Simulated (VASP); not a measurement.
# Sb (R-3m) in VASP: notebook, part 2 of 3

VASP 6.6.1. The steps go on from the part before.

### 3 Relaxation of cell and atoms, r2SCAN+D3(BJ), target pressure 6.5 GPa, at which the enthalpy is minimised

This run uses another cell than the first one, of 27.21 Å³/atom.

POSCAR

```
Sb
1.0
    2.1045780456      1.2150787012      3.5471588728
   -2.1045780456      1.2150787012      3.5471588728
    0.0000000000     -2.4301574023      3.5471588728
Sb
2
Direct
    0.2378099359      0.2378099359      0.2378099359
    0.7621900641      0.7621900641      0.7621900641
```

INCAR.step1

```
PREC     = Accurate       # precision mode
ENCUT    = 600            # plane-wave cutoff, eV
ISMEAR   = 0              # smearing method
SIGMA    = 0.1            # smearing width, eV
LREAL    = False          # projectors in reciprocal space
LASPH    = True           # aspherical terms in the spheres
NELM     = 60             # most SCF steps
GGA      = PE             # functional
ALGO     = Normal         # electronic algorithm
EDIFF    = 1E-4           # SCF threshold, eV
LWAVE    = True           # write WAVECAR
LCHARG   = False          # write CHGCAR
```

INCAR.step2

```
PREC     = Accurate       # precision mode
ENCUT    = 600            # plane-wave cutoff, eV
EDIFF    = 1E-6           # SCF threshold, eV
ISMEAR   = 0              # smearing method
SIGMA    = 0.1            # smearing width, eV
LREAL    = False          # projectors in reciprocal space
LASPH    = True           # aspherical terms in the spheres
NELM     = 60             # most SCF steps
ALGO     = Normal         # electronic algorithm
ISIF     = 3              # what is computed and relaxed
LWAVE    = False          # write WAVECAR
LCHARG   = False          # write CHGCAR
METAGGA  = R2SCAN         # meta-GGA
LMIXTAU  = True         
IVDW     = 12             # dispersion correction
VDW_S6   = 1.0          
VDW_S8   = 0.78981345   
VDW_A1   = 0.49484001   
VDW_A2   = 5.73083694   
IBRION   = 2              # ionic algorithm
NSW      = 80             # ionic steps
EDIFFG   = -0.05          # ionic threshold
PSTRESS  = 65.0         
ISTART   = 1
```

KPOINTS

```
regular mesh
0
Gamma
  6 6 6
```

Potentials or basis: VASP PAW PBE potentials, release 64 (Sb).

On the command line:

```sh
> cat potpaw_PBE.64/Sb/POTCAR > POTCAR
> cp INCAR.step1 INCAR
> mpirun -np 1 vasp_std > vasp.out
> cp INCAR.step2 INCAR
> mpirun -np 1 vasp_std > vasp.out
```

OUTCAR:

```text
PREC = Accurate
   ENCUT = 600
   EDIFF = 1E-6
   ISMEAR = 0
   LREAL = False
   LASPH = True
   NELM = 60
   ISIF = 3
   METAGGA = R2SCAN
   IVDW = 12
   IBRION = 2
   NSW = 80
   EDIFFG = -0.05
   PSTRESS = 65.0
   ISTART = 1
 IVDW          = 12

 ion  position               nearest neighbor table
   1  0.238  0.238  0.238-   2 2.86   2 2.86   2 2.86   2 3.17   2 3.17   2 3.17
   2  0.762  0.762  0.762-   1 2.86   1 2.86   1 2.86   1 3.17   1 3.17   1 3.17

  LATTYP: Found a trigonal (rhomboedric) cell.
 ALAT       =     4.2997675599
 COS(alpha) =     0.5208515260

  Lattice vectors:

 A1 = (   2.1045780456,   1.2150787012,   3.5471588728)
 A2 = (  -2.1045780456,   1.2150787012,   3.5471588728)
 A3 = (   0.0000000000,  -2.4301574023,   3.5471588728)

Analysis of symmetry for initial positions (statically):
=====================================================================
 Subroutine PRICEL returns:
 Original cell was already a primitive cell.

 Routine SETGRP: Setting up the symmetry group for a
 trigonal (rhombohedral) supercell.

 Subroutine GETGRP returns: Found 12 space group operations
 (whereof 12 operations were pure point group operations)
 out of a pool of 12 trial point group operations.

The static configuration has the point symmetry D_3d.

Analysis of symmetry for dynamics (positions and initial velocities):
=====================================================================
 Subroutine PRICEL returns:
 Original cell was already a primitive cell.

 Routine SETGRP: Setting up the symmetry group for a
 trigonal (rhombohedral) supercell.

 Subroutine GETGRP returns: Found 12 space group operations
 (whereof 12 operations were pure point group operations)
 out of a pool of 12 trial point group operations.

The dynamic configuration has the point symmetry D_3d.

 Subroutine INISYM returns: Found 12 space group operations
 (whereof 12 operations are pure point group operations),
 and found     1 'primitive' translations

----------------------------------------------------------------------------------------

[... 101 lines left out ...]
   TEBEG  =    0.0;   TEEND  =   0.0 temperature during run
   PSTRESS=   65.0 pullay stress
   NELECT =      10.0000    total number of electrons
   NUPDOWN=      -1.0000    fix difference up-down
   EMIN   =  10.00;   EMAX   =-10.00  energy-range for DOS
   EFERMI =   0.00;   METHOD = LEGACY
   ISMEAR =     0;   SIGMA  =   0.10  broadening in eV -4-tet -1-fermi 0-gaus
   EFERMI_NEDOS =   21; number of points for ismear=-14 and -15
   IALGO  =     38    algorithm
   IMIX   =      4    mixing-type and parameters
     AMIX     =   0.40;   BMIX     =  1.00
     AMIX_MAG =   1.60;   BMIX_MAG =  1.00
  volume/ion in A,a.u.               =      27.21       183.64
  Fermi-wavevector in a.u.,A,eV,Ry     =   0.930696  1.758760 11.785292  0.866195
  Thomas-Fermi vector in A             =   2.057111
   LORBIT       =      0    0 simple, 1 ext, 2 COOP (PROOUT), +10 PAW based schemes
   METAGGA = R2SCAN    functional components
   LHFCALC =     F    Hartree Fock is set to
   AEXX    =    0.0000 exact exchange contribution
   IVDW    =    12    specifies the selected vdW correction
   LEPSILON=     F    determine dielectric tensor
   LRPA    =     F    only Hartree local field effects (RPA)
 conjugate gradient relaxation of ions
 non-spin polarized calculation
 Gauss-broadening in eV      SIGMA  =   0.10
  energy-cutoff  :      600.00
  volume of cell :       54.43
 maximum number of plane-waves:      1847
 NGX is ok and might be reduce to    36
   NGX = 17   NGY = 17   NGZ = 17

--------------------------------------- Ionic step        1  -------------------------------------------

 number of electron      10.0000000 magnetization

 Free energy of the ion-electron system (eV)
  ---------------------------------------------------
  ext. energy  EPLUGINS =         0.00000000
  ---------------------------------------------------
  free energy    TOTEN  =       -51.22215243 eV

  energy without entropy =      -51.22108330  energy(sigma->0) =      -51.22161787

------------------------ aborting loop because EDIFF is reached ----------------------------------------

 Edisp (eV)   -0.49013

 E8    (eV) :    -0.1796
[... 75 lines left out ...]
--------------------------------------- Ionic step        3  -------------------------------------------

 number of electron      10.0000000 magnetization

 Free energy of the ion-electron system (eV)
  ---------------------------------------------------
  ext. energy  EPLUGINS =         0.00000000
  ---------------------------------------------------
  free energy    TOTEN  =       -51.23240115 eV

  energy without entropy =      -51.23138878  energy(sigma->0) =      -51.23189497

 E-fermi :   8.6225     XC(G=0): -10.4819

 val. band max:        8.5085792411   @ k =   0.5000   0.0000   0.0000
 cond. band min:       8.6437151285   @ k =   0.5000   0.0000   0.0000
 fundamental gap:      0.1351358874
 Fermi energy:         8.6224922387

 k-point     1 :       0.0000    0.0000    0.0000
  band No.  band energies     occupation
      1      -5.5490      2.00000
      2       4.4229      2.00000
      3       6.1451      2.00000
      4       6.3023      2.00000
      5       6.3023      2.00000
      6      11.2348      0.00000
      7      11.7039      0.00000
      8      11.7039      0.00000
      9      13.6136      0.00000
[... 265 lines left out ...]
 k-point    24 :      -0.3333    0.5000    0.1667
  band No.  band energies     occupation
      1      -2.2384      2.00000
      2      -0.7403      2.00000
      3       2.2164      2.00000
      4       3.2620      2.00000
      5       6.4639      2.00000
      6      10.8015      0.00000
      7      12.0052      0.00000
      8      15.0573      0.00000
      9      15.3878      0.00000

 [... further k-points ...]

------------------------ aborting loop because EDIFF is reached ----------------------------------------

 Edisp (eV)   -0.48832

 E8    (eV) :    -0.1789
[... 29 lines left out ...]
  energy  without entropy=      -51.7197054761  energy(sigma->0) =      -51.72021166

  enthalpy is  TOTEN    =       -49.5046248612 eV   P V=        2.2160929762

 reached required accuracy - stopping structural energy minimisation
```

OSZICAR.step1:

```text
N       E                     dE             d eps       ncg     rms          rms(c)
DAV:   1     0.414451006990E+02    0.41445E+02   -0.39500E+03   576   0.978E+02
DAV:   2    -0.629911080737E+01   -0.47744E+02   -0.46831E+02   834   0.136E+02
DAV:   3    -0.805622033619E+01   -0.17571E+01   -0.16810E+01   718   0.301E+01
DAV:   4    -0.807682739970E+01   -0.20607E-01   -0.20583E-01   737   0.310E+00
DAV:   5    -0.807694563559E+01   -0.11824E-03   -0.11823E-03   716   0.240E-01    0.343E+00
DAV:   6    -0.807412946790E+01    0.28162E-02   -0.23101E-03   635   0.417E-01    0.210E+00
DAV:   7    -0.807313685449E+01    0.99261E-03   -0.57084E-03   612   0.650E-01    0.722E-02
DAV:   8    -0.807322057873E+01   -0.83724E-04   -0.14619E-04   605   0.952E-02
   1 F= -.80732206E+01 E0= -.80726395E+01  d E =-.116215E-02
```

Wall time 78 s (1 thread of Intel Xeon 6975P-C (Granite Rapids), shared host); peak memory 0.23 GiB.

What came out:

- Free energy: -51.7207 eV
- Relaxed volume: 27.31 Å³/atom
- Relaxed cell: a = 4.306 Å, b = 4.306 Å, c = 4.306 Å, α = 58.59°, β = 58.59°, γ = 58.59°
- Space group after relaxing (to 0.1 Å): R-3m (No. 166)
- Energy change on relaxing (the run minimises the enthalpy): -4.2 meV/atom
- Ionic steps: 3
- Pressure after relaxing: 6.3 GPa
- Largest force after relaxing: 0.041 eV/Å
- Band gap on the k mesh: zero (bands 5 and 6 overlap by 0.70 eV)
- Dispersion energy per atom: -0.244 eV

Forces in eV/Å, atoms in the order of the input:
```
Sb   0.000  0.000  0.041
Sb   0.000  0.000 -0.041
```

The path:
| step | energy change (eV) | largest force (eV/Å) | pressure (GPa) | volume (Å³) |
| --- | --- | --- | --- | --- |
| 1 | 0.0000 | 0.0864 | 6.75 | 54.43 |
| 2 | -0.0136 | 0.0125 | 6.08 | 54.76 |
| 3 | -0.0084 | 0.0412 | 6.34 | 54.62 |

Final structure:
```
CELL_PARAMETERS angstrom
2.10683 1.21638 3.55250
-2.10683 1.21638 3.55250
0.00000 -2.43276 3.55250
ATOMIC_POSITIONS crystal
Sb 0.23805 0.23805 0.23805
Sb 0.76195 0.76195 0.76195
```

Caveat: the cell is relaxed towards a set pressure, so the run minimises the enthalpy, not the energy; the PAW data sets were made with another functional, which shifts forces and pressure a little; spin-orbit coupling is left out, which moves the levels of the heavy elements; the relaxation stopped at a loose force limit of 0.05 eV/Å, so its end isn't a converged minimum. Zero-point motion and thermal expansion aren't in these numbers.

### 4 Relaxation of cell and atoms, r2SCAN+D3(BJ), target pressure 6.5 GPa, at which the enthalpy is minimised

This run uses another cell than the first one, of 30.21 Å³/atom.

POSCAR

```
Sb
1.0
    2.1542000000      1.2437279499      3.7580000000
   -2.1542000000      1.2437279499      3.7580000000
    0.0000000000     -2.4874558998      3.7580000000
Sb
2
Direct
    0.2334900000      0.2334900000      0.2334900000
    0.7665100000      0.7665100000      0.7665100000
```

INCAR.step1

```
PREC = Accurate
ENCUT = 600
ISMEAR = 0
SIGMA = 0.1
LREAL = False
LASPH = True
NELM = 100
GGA = PE
ALGO = Normal
EDIFF = 1E-4
LWAVE = True
LCHARG = False
```

INCAR.step2

```
PREC = Accurate
ENCUT = 600
EDIFF = 1E-6
ISMEAR = 0
SIGMA = 0.1
LREAL = False
LASPH = True
NELM = 100
ALGO = Normal
ISIF = 3
LWAVE = False
LCHARG = False
METAGGA = R2SCAN
LMIXTAU = True
IVDW = 12
VDW_S6 = 1.0
VDW_S8 = 0.78981345
VDW_A1 = 0.49484001
VDW_A2 = 5.73083694
IBRION = 2
NSW = 80
EDIFFG = -0.05
PSTRESS = 65.0
ISTART = 1
```

KPOINTS

```
Automatic mesh
0
Gamma
  6 6 6
```

Potentials or basis: VASP PAW PBE potentials, release 64 (Sb).

On the command line:

```sh
> cat potpaw_PBE.64/Sb/POTCAR > POTCAR
> cp INCAR.step1 INCAR
> mpirun -np 1 vasp_std > vasp.out
> cp INCAR.step2 INCAR
> mpirun -np 1 vasp_std > vasp.out
```

OUTCAR:

```text
PREC = Accurate
   ENCUT = 600
   EDIFF = 1E-6
   ISMEAR = 0
   LREAL = False
   LASPH = True
   NELM = 100
   ISIF = 3
   METAGGA = R2SCAN
   IVDW = 12
   IBRION = 2
   NSW = 80
   EDIFFG = -0.05
   PSTRESS = 65.0
   ISTART = 1
 IVDW          = 12

 ion  position               nearest neighbor table
   1  0.233  0.233  0.233-   2 2.91   2 2.91   2 2.91   2 3.35   2 3.35   2 3.35
   2  0.767  0.767  0.767-   1 2.91   1 2.91   1 2.91   1 3.35   1 3.35   1 3.35

  LATTYP: Found a trigonal (rhomboedric) cell.
 ALAT       =     4.5066618304
 COS(alpha) =     0.5430253624

  Lattice vectors:

 A1 = (   2.1542000000,   1.2437279499,   3.7580000000)
 A2 = (  -2.1542000000,   1.2437279499,   3.7580000000)
 A3 = (   0.0000000000,  -2.4874558998,   3.7580000000)

Analysis of symmetry for initial positions (statically):
=====================================================================
 Subroutine PRICEL returns:
 Original cell was already a primitive cell.

 Routine SETGRP: Setting up the symmetry group for a
 trigonal (rhombohedral) supercell.

 Subroutine GETGRP returns: Found 12 space group operations
 (whereof 12 operations were pure point group operations)
 out of a pool of 12 trial point group operations.

The static configuration has the point symmetry D_3d.

Analysis of symmetry for dynamics (positions and initial velocities):
[... 145 lines left out ...]
  energy-cutoff  :      600.00
  volume of cell :       60.41
 maximum number of plane-waves:      2039
   NGX = 17   NGY = 17   NGZ = 17

--------------------------------------- Ionic step        1  -------------------------------------------

 number of electron      10.0000000 magnetization

 Free energy of the ion-electron system (eV)
  ---------------------------------------------------
  ext. energy  EPLUGINS =         0.00000000
  ---------------------------------------------------
  free energy    TOTEN  =       -51.39533190 eV

  energy without entropy =      -51.39341393  energy(sigma->0) =      -51.39437291

 E-fermi :   7.3504     XC(G=0):  -9.9979

 val. band max:        7.3293516453   @ k =   0.5000   0.5000   0.5000
 cond. band min:       7.3877214590   @ k =   0.3333   0.1667   0.1667
 fundamental gap:      0.0583698137
 Fermi energy:         7.3504048060

 k-point     1 :       0.0000    0.0000    0.0000
  band No.  band energies     occupation
      1      -6.0982      2.00000
      2       2.4524      2.00000
      3       4.9645      2.00000
      4       5.2342      2.00000
      5       5.2342      2.00000
      6       9.4028      0.00000
      7      10.0472      0.00000
      8      10.0472      0.00000
      9      12.6577      0.00000
[... 611 lines left out ...]
--------------------------------------- Ionic step        9  -------------------------------------------

 number of electron      10.0000000 magnetization

 Free energy of the ion-electron system (eV)
  ---------------------------------------------------
  ext. energy  EPLUGINS =         0.00000000
  ---------------------------------------------------
  free energy    TOTEN  =       -51.22525301 eV

  energy without entropy =      -51.22433294  energy(sigma->0) =      -51.22479297

 E-fermi :   8.6657     XC(G=0): -10.4964

 val. band max:        8.5630697869   @ k =   0.5000   0.5000   0.5000
 cond. band min:       8.6907097353   @ k =   0.5000  -0.0000   0.0000
 fundamental gap:      0.1276399484
 Fermi energy:         8.6657070466

 k-point     1 :       0.0000    0.0000    0.0000
  band No.  band energies     occupation
      1      -5.5293      2.00000
      2       4.4691      2.00000
      3       6.1122      2.00000
      4       6.3681      2.00000
      5       6.3681      2.00000
      6      11.3282      0.00000
      7      11.7561      0.00000
      8      11.7561      0.00000
      9      13.6554      0.00000
[... 313 lines left out ...]
  energy  without entropy=      -51.7140010139  energy(sigma->0) =      -51.71446105

  enthalpy is  TOTEN    =       -49.5049039380 eV   P V=        2.2100171460

 reached required accuracy - stopping structural energy minimisation
```

OUTCAR.step1:

```text
PREC = Accurate
   ENCUT = 600
   ISMEAR = 0
   LREAL = False
   LASPH = True
[... 510 lines left out ...]
      0.00000      0.00000      2.63237         0.000000      0.000000      0.110599
      0.00000      0.00000      8.64163         0.000000     -0.000000     -0.110599
 -----------------------------------------------------------------------------------
    total drift:                                0.000000     -0.000000     -0.000000

  FREE ENERGIE OF THE ION-ELECTRON SYSTEM (eV)
  ---------------------------------------------------
  free  energy   TOTEN  =        -8.2691073344 eV

  energy  without entropy=       -8.2671579248  energy(sigma->0) =       -8.26813263
```

OSZICAR.step1:

```text
N       E                     dE             d eps       ncg     rms          rms(c)
DAV:   1     0.422526259639E+02    0.42253E+02   -0.39546E+03   576   0.980E+02
DAV:   2    -0.646054587242E+01   -0.48713E+02   -0.47658E+02   823   0.130E+02
DAV:   3    -0.825610115591E+01   -0.17956E+01   -0.17856E+01   689   0.311E+01
DAV:   4    -0.827081507464E+01   -0.14714E-01   -0.14704E-01   703   0.323E+00
DAV:   5    -0.827094538118E+01   -0.13031E-03   -0.13030E-03   709   0.321E-01    0.301E+00
DAV:   6    -0.826961096082E+01    0.13344E-02   -0.22330E-03   620   0.426E-01    0.183E+00
DAV:   7    -0.826896339480E+01    0.64757E-03   -0.58550E-03   608   0.667E-01    0.792E-02
DAV:   8    -0.826908574732E+01   -0.12235E-03   -0.15150E-04   585   0.993E-02    0.169E-02
DAV:   9    -0.826910733441E+01   -0.21587E-04   -0.27261E-05   307   0.429E-02
   1 F= -.82691073E+01 E0= -.82681326E+01  d E =-.194941E-02
```

Wall time 5 min (1 thread of Intel Xeon 6975P-C (Granite Rapids), shared host); peak memory 0.24 GiB.

Results:

* Free energy: -51.7149 eV
* Relaxed volume: 27.24 Å³/atom
* Relaxed cell: a = 4.310 Å, b = 4.310 Å, c = 4.310 Å, α = 58.35°, β = 58.35°, γ = 58.35°
* Space group after relaxing (to 0.1 Å): R-3m (No. 166)
* Energy change on relaxing (the run minimises the enthalpy): +60.8 meV/atom
* Ionic steps: 9
* Pressure after relaxing: 6.4 GPa
* Largest force after relaxing: 0.016 eV/Å
* Band gap on the k mesh: zero (bands 5 and 6 overlap by 0.68 eV)
* Dispersion energy per atom: -0.245 eV

Forces in eV/Å, atoms in the order of the input:
```
Sb   0.000  0.000 -0.016
Sb   0.000  0.000  0.016
```

The path:
```tsv
step	energy change (eV)	largest force (eV/Å)	pressure (GPa)	volume (Å³)
1	0.0000	0.0434	0.65	60.41
2	0.3957	1.0986	15.32	51.27
3	0.0941	0.4483	6.39	55.85
4	0.0976	0.4596	6.52	55.76
5	0.1037	0.2768	6.59	55.20
6	0.1322	0.0286	6.95	54.23
7	0.1342	0.0145	6.98	54.18
8	0.1040	0.0622	5.65	54.94
9	0.1216	0.0158	6.45	54.47
```

Final structure:
```
Sb
1.0
     2.10109    1.21306    3.56216
    -2.10109    1.21306    3.56216
     0.00000   -2.42613    3.56216
Sb
2
Direct
  0.23862 0.23862 0.23862
  0.76138 0.76138 0.76138
```

Levels at points of the mesh, in eV from the Fermi level:
```csv
k point,band 3,band 4,band 5,band 6,band 7,band 8
"(0.00, 0.00, 0.00)",-2.55,-2.30,-2.30,2.66,3.09,3.09
"(0.50, 0.00, 0.00)",-2.05,-1.91,-0.69,-0.16,0.02,0.31
"(0.50, 0.50, 0.00)",-6.60,-4.64,-4.51,1.52,5.76,6.09
"(0.50, 0.50, 0.50)",-1.54,-1.54,-0.46,-0.46,-0.10,1.06
```

Caveat: the cell is relaxed towards a set pressure, so the run minimises the enthalpy, not the energy; the PAW data sets were made with another functional, which shifts forces and pressure a little; spin-orbit coupling is left out, which moves the levels of the heavy elements.

(Part 2 of 3 ends here.)
